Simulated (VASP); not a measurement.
# LiTbH4 (P6/mmm) in VASP: notebook, part 2 of 2

VASP 6.6.1. The steps go on from the part before.

## (4) Relaxation of cell and atoms, PBE

INCAR reads:

```
SYSTEM = LiTbH4
PREC = Accurate ; ENCUT = 750
EDIFF = 1E-7 ; ISMEAR = 0
SIGMA = 0.1 ; LREAL = .False.
LASPH = .True. ; NELM = 200
ALGO = Normal ; ISIF = 3
LWAVE = .False. ; LCHARG = .False.
GGA = PE ; IBRION = 2
NSW = 90 ; EDIFFG = -0.04
GGA_COMPAT = .False. ; NELMIN = 4
LMAXMIX = 6
```

KPOINTS reads:

```
Automatic mesh
0
Gamma
  6 6 4
  0 0 0
```

POSCAR reads:

```
LiTbH4
1.0
    3.2083970000      0.0000000000      0.0000000000
   -1.6041985000      2.7785533100      0.0000000000
    0.0000000000      0.0000000000      6.5220745600
Li Tb H
1 1 4
Direct
    0.0000000000      0.0000000000      0.0000000000
    0.0000000000      0.0000000000      0.5000000000
    0.3333333300      0.6666666700      0.7595900300
    0.3333333300      0.6666666700      0.2404099700
    0.6666666700      0.3333333300      0.7595900300
    0.6666666700      0.3333333300      0.2404099700
```

Command:

```bash
$ cat potpaw_PBE.64/Li_sv/POTCAR potpaw_PBE.64/Tb_3/POTCAR potpaw_PBE.64/H/POTCAR > POTCAR
$ mpirun -np 1 vasp_std > vasp.out
```

Run time: 3.8 min. Hardware: 1 thread of Intel Xeon Platinum 8124M at 3.00GHz (Skylake/Cascade Lake), shared host; peak memory 0.26 GiB.

The run converged. Its results:

```yaml
Free_energy: -20.5509 eV
Relaxed_volume: 9.82 Å³/atom
Relaxed_cell: a = 3.423 Å, b = 3.423 Å, c = 5.810 Å, α = 90.00°, β = 90.00°, γ = 120.00°
Space_group_after_relaxing_to_0.1_Å: P6/mmm (No. 191)
Energy_gained_by_relaxing: 185.8 meV/atom
Ionic_steps: 11
Pressure_after_relaxing: -0.2 GPa
Largest_force_after_relaxing: 0.009 eV/Å
Band_gap_on_the_k_mesh: zero (bands 8 and 9 overlap by 1.67 eV)
```

Forces in eV/Å, atoms in the order of the input:
```
Li   0.000  0.000  0.000
Tb   0.000  0.000  0.000
H    0.000  0.000 -0.009
H    0.000  0.000  0.009
H    0.000  0.000 -0.009
H    0.000  0.000  0.009
```

Stress tensor (GPa, compression positive):
```
-0.44  0.00  0.00
 0.00 -0.44  0.00
 0.00  0.00  0.28
```

The path:
```csv
step,energy change (eV),largest force (eV/Å),pressure (GPa),volume (Å³)
1,0.0000,0.5810,-2.43,58.14
2,-0.5632,0.6208,-1.98,56.79
3,-0.4989,0.0925,4.09,51.31
4,-0.9453,0.4200,-0.21,54.47
5,-0.9485,0.3898,0.10,54.19
6,-0.9880,0.3135,0.73,54.16
7,-1.0544,0.0742,2.91,54.06
8,-1.0586,0.0076,3.68,54.03
9,-1.0917,0.0010,2.20,55.71
10,-1.1146,0.0112,-0.53,59.43
11,-1.1151,0.0095,-0.20,58.95
```

Final structure:
```
CELL_PARAMETERS angstrom
3.42294 0.00000 0.00000
-1.71147 2.96436 0.00000
0.00000 0.00000 5.80959
ATOMIC_POSITIONS crystal
Li 0.00000 0.00000 0.00000
Tb 0.00000 0.00000 0.50000
H 0.33333 0.66667 0.71379
H 0.33333 0.66667 0.28621
H 0.66667 0.33333 0.71379
H 0.66667 0.33333 0.28621
```

Levels at points of the mesh, in eV from the Fermi level:
| k point | band 6 | band 7 | band 8 | band 9 | band 10 | band 11 |
| --- | --- | --- | --- | --- | --- | --- |
| (0.00, 0.00, 0.00) | -5.36 | -1.66 | 1.42 | 1.99 | 1.99 | 3.20 |
| (0.50, 0.00, 0.00) | -4.80 | -4.63 | -1.30 | 0.49 | 2.92 | 2.98 |
| (0.00, 0.00, 0.50) | -6.20 | -0.57 | 1.56 | 2.01 | 2.01 | 2.67 |
| (0.50, 0.00, 0.50) | -4.63 | -3.94 | -1.92 | 0.76 | 2.61 | 2.97 |

Caveat: the k points lie up to 0.35 Å⁻¹ apart in the final cell, too coarse for converged energies and pressures of a metal; spin-orbit coupling is left out, which moves the levels of the heavy elements; the 4f electrons are frozen in the core, so they carry no moment and show no levels.

## (5) Single point, PBE

This run uses another cell than the first one, of 9.96 Å³/atom.

INCAR reads:

```
ALGO     = Normal         # electronic algorithm
EDIFF    = 1E-6           # SCF threshold, eV
ENCUT    = 750            # plane-wave cutoff, eV
GGA      = PE             # functional
GGA_COMPAT= F            
ISIF     = 2              # what is computed and relaxed
ISMEAR   = 0              # smearing method
LASPH    = T              # aspherical terms in the spheres
LCHARG   = F              # write CHGCAR
LMAXMIX  = 6              # l up to which the mixer works
LREAL    = F              # projectors in reciprocal space
LWAVE    = F              # write WAVECAR
NBANDS   = 17             # bands
NELM     = 200            # most SCF steps
PREC     = Accurate       # precision mode
SIGMA    = 0.1            # smearing width, eV
```

KPOINTS reads:

```
k-points
0
Gamma
  12 12 6
```

POSCAR reads:

```
LiTbH4
1.0
    3.4172400110      0.0000000000      0.0000000000
   -1.7086200055      2.9594166604      0.0000000000
    0.0000000000      0.0000000000      5.9074693215
Li Tb H
1 1 4
Direct
    0.0000000000      0.0000000000      0.0000000000
    0.0000000000      0.0000000000      0.5000000000
    0.3333333333      0.6666666667      0.7070731803
    0.3333333333      0.6666666667      0.2929268197
    0.6666666667      0.3333333333      0.7070731803
    0.6666666667      0.3333333333      0.2929268197
```

Command:

```bash
$ cat potpaw_PBE.64/Li_sv/POTCAR potpaw_PBE.64/Tb_3/POTCAR potpaw_PBE.64/H/POTCAR > POTCAR
$ mpirun -np 1 vasp_std > vasp.out
```

Wall time 88 s (1 thread of Intel Xeon Platinum 8124M at 3.00GHz (Skylake/Cascade Lake), shared host); peak memory 0.32 GiB.

It converged, with:

* Free energy: -20.5397 eV
* Pressure: 0.1 GPa
* Largest force: 0.004 eV/Å
* Band gap on the k mesh: zero (bands 8 and 9 overlap by 1.60 eV)

Forces in eV/Å, atoms in the order of the input:
```
Li   0.000  0.000  0.000
Tb   0.000  0.000  0.000
H    0.000  0.000  0.004
H    0.000  0.000 -0.004
H    0.000  0.000  0.004
H    0.000  0.000 -0.004
```

Stress tensor (GPa, compression positive):
```
 0.15  0.00  0.00
 0.00  0.15  0.00
 0.00  0.00 -0.01
```

Levels at points of the mesh, in eV from the Fermi level:
| k point | band 4 | band 5 | band 6 | band 7 | band 8 | band 9 | band 10 | band 11 | band 12 | band 13 |
| --- | --- | --- | --- | --- | --- | --- | --- | --- | --- | --- |
| (0.00, 0.00, 0.00) | -21.87 | -8.61 | -5.54 | -1.87 | 1.20 | 1.87 | 1.87 | 3.01 | 4.05 | 4.31 |
| (0.50, 0.00, 0.00) | -22.07 | -5.33 | -5.00 | -4.74 | -1.49 | 0.38 | 2.55 | 2.89 | 5.40 | 5.76 |
| (0.00, 0.00, 0.50) | -21.87 | -8.32 | -6.31 | -0.73 | 1.31 | 1.88 | 1.88 | 2.12 | 2.81 | 4.14 |
| (0.50, 0.00, 0.50) | -22.07 | -5.80 | -4.86 | -4.14 | -2.03 | 0.66 | 2.56 | 2.61 | 4.61 | 6.79 |

Caveat: spin-orbit coupling is left out, which moves the levels of the heavy elements; the 4f electrons are frozen in the core, so they carry no moment and show no levels.

## (6) Relaxation of cell and atoms, PBE

This run uses another cell than the first one, of 9.78 Å³/atom.

INCAR reads:

```
PREC = Accurate
ENCUT = 750
EDIFF = 1E-7
ISMEAR = 0
SIGMA = 0.1
LREAL = F
LASPH = T
NELM = 200
ALGO = Normal
ISIF = 3
LWAVE = F
LCHARG = F
GGA = PE
IBRION = 2
NSW = 100
EDIFFG = -0.01
GGA_COMPAT = F
NELMIN = 4
LMAXMIX = 6
```

KPOINTS reads:

```
regular mesh
0
Gamma
  12 12 6
```

POSCAR reads:

```
LiTbH4
1.0
    3.4103914540      0.0000000000      0.0000000000
   -1.7051957270      2.9534856360      0.0000000000
    0.0000000000      0.0000000000      5.8284432242
Li Tb H
1 1 4
Direct
    0.0000000000      0.0000000000      0.0000000000
    0.0000000000      0.0000000000      0.5000000000
    0.3333333333      0.6666666667      0.7126638808
    0.3333333333      0.6666666667      0.2873361192
    0.6666666667      0.3333333333      0.7126638808
    0.6666666667      0.3333333333      0.2873361192
```

Potentials or basis: VASP PAW PBE potentials, release 64 (Li_sv, Tb_3, H), 4f in core.

Command:

```bash
$ cat potpaw_PBE.64/Li_sv/POTCAR potpaw_PBE.64/Tb_3/POTCAR potpaw_PBE.64/H/POTCAR > POTCAR
$ mpirun -np 1 vasp_std > vasp.out
```

It took 5.8 min on 1 thread of Intel Xeon Platinum 8124M at 3.00GHz (Skylake/Cascade Lake), shared host; peak memory 0.3 GiB.

Results (log left out):

| Quantity | Value |
| --- | --- |
| Free energy | -20.5395 eV |
| Relaxed volume | 9.98 Å³/atom |
| Relaxed cell | a = 3.422 Å, b = 3.422 Å, c = 5.904 Å, α = 90.00°, β = 90.00°, γ = 120.00° |
| Space group after relaxing (to 0.1 Å) | P6/mmm (No. 191) |
| Energy gained by relaxing | 0.6 meV/atom |
| Ionic steps | 8 |
| Pressure after relaxing | 0.0 GPa |
| Band gap on the k mesh | zero (bands 8 and 9 overlap by 1.59 eV) |

Stress tensor (GPa, compression positive):
```
-0.08  0.00  0.00
 0.00 -0.08  0.00
 0.00  0.00  0.02
```

The path:
| step | energy change (eV) | largest force (eV/Å) | pressure (GPa) | volume (Å³) |
| --- | --- | --- | --- | --- |
| 1 | 0.0000 | 0.0277 | 0.24 | 58.71 |
| 2 | -0.0006 | 0.0301 | 0.17 | 58.83 |
| 3 | -0.0015 | 0.0374 | -0.06 | 59.21 |
| 4 | -0.0015 | 0.0390 | -0.09 | 59.29 |
| 5 | -0.0021 | 0.0304 | -0.01 | 59.33 |
| 6 | -0.0030 | 0.0046 | 0.20 | 59.45 |
| 7 | -0.0030 | 0.0013 | 0.25 | 59.47 |
| 8 | -0.0033 | 0.0002 | -0.05 | 59.86 |

Final structure:
```cif
data_structure
_symmetry_space_group_name_H-M 'P 1'
_symmetry_Int_Tables_number 1
_cell_length_a 3.4216
_cell_length_b 3.4216
_cell_length_c 5.9041
_cell_angle_alpha 90.000
_cell_angle_beta 90.000
_cell_angle_gamma 120.000
_cell_volume 59.86
loop_
_atom_site_label
_atom_site_type_symbol
_atom_site_fract_x
_atom_site_fract_y
_atom_site_fract_z
_atom_site_occupancy
Li1 Li 0.00000 0.00000 0.00000 1
Tb1 Tb 0.00000 0.00000 0.50000 1
H1 H 0.33333 0.66667 0.70711 1
H2 H 0.33333 0.66667 0.29289 1
H3 H 0.66667 0.33333 0.70711 1
H4 H 0.66667 0.33333 0.29289 1
```

Levels at points of the mesh, in eV from the Fermi level:
```tsv
k point	band 5	band 6	band 7	band 8	band 9	band 10	band 11	band 12
(0.00, 0.00, 0.00)	-8.60	-5.53	-1.86	1.19	1.87	1.87	3.00	4.07
(0.50, 0.00, 0.00)	-5.31	-4.99	-4.74	-1.49	0.38	2.56	2.88	5.39
(0.00, 0.00, 0.50)	-8.30	-6.29	-0.72	1.30	1.88	1.88	2.14	2.80
(0.50, 0.00, 0.50)	-5.78	-4.86	-4.13	-2.03	0.66	2.55	2.62	4.61
```

Caveat: spin-orbit coupling is left out, which moves the levels of the heavy elements; the 4f electrons are frozen in the core, so they carry no moment and show no levels.

## (7) Overview

```csv
task,cell,k mesh,gap on the mesh (eV),pressure (GPa),relaxed volume (Å³/atom),largest force (eV/Å)
single point,"a = 3.208, b = 3.208, c = 6.522 Å, angles 90.0, 90.0, 120.0°, 6 atoms, atomic positions A",6 × 6 × 4,none,-2.4,-,0.58
single point,"a = 3.410, b = 3.410, c = 5.828 Å, angles 90.0, 90.0, 120.0°, 6 atoms, atomic positions B",6 × 6 × 4,none,0.3,-,0.01
relaxation of cell and atoms,"relaxed from a = 3.208, b = 3.208, c = 6.522 Å, angles 90.0, 90.0, 120.0°, 6 atoms, atomic positions A",6 × 6 × 4,none,-0.2,9.82,0.01
single point,"a = 3.417, b = 3.417, c = 5.907 Å, angles 90.0, 90.0, 120.0°, 6 atoms, atomic positions C",12 × 12 × 6,none,0.1,-,-
relaxation of cell and atoms,"relaxed from a = 3.410, b = 3.410, c = 5.828 Å, angles 90.0, 90.0, 120.0°, 6 atoms, atomic positions B",12 × 12 × 6,none,0.0,9.98,-
```

Alike in all rows: level PBE; potentials or basis VASP PAW PBE potentials, release 64 (Li_sv, Tb_3, H), 4f in core; no spin polarisation; cutoff (eV) 750; smearing gaussian 0.1 eV.

Caveats: some runs use coarse meshes; spin-orbit coupling is left out, which moves the levels of the heavy elements; the 4f electrons are frozen in the core, so they carry no moment and show no levels.

Absolute energies hang on the potentials; compare differences alone.
